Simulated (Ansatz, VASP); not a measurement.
# BP in VASP and in Ansatz

```xyz
2
Lattice="0.0000 2.2690 2.2690 2.2690 0.0000 2.2690 2.2690 2.2690 0.0000" Properties=species:S:1:pos:R:3 pbc="T T T"
B     0.0000    0.0000    0.0000
P     3.4035    3.4035    3.4035
```

Alike in both runs: task single point; functional LDA; k mesh 6 × 6 × 6; occupations gaussian, width 0.1 eV; no spin polarisation.

|  | VASP | Ansatz |
| --- | --- | --- |
| version | VASP 6.6.1 | Ansatz 0.2.0 |
| potentials or method | VASP PAW LDA potentials, release 64 (B, P), cutoff 500 eV | scalar-relativistic, plane waves, PAW |
| valence electrons in the cell | 8 | 8 |

```csv
,VASP,Ansatz,Ansatz less VASP
gap on the k mesh at the Fermi level (eV),1.30,1.30,+0.001
least direct gap on the mesh (eV),3.38,3.37,-0.002
pressure (GPa),-5.2,-5.1,+0.08
```

LDA's correlation is that of Perdew and Zunger in VASP and of Perdew and Wang (1992) in Ansatz.
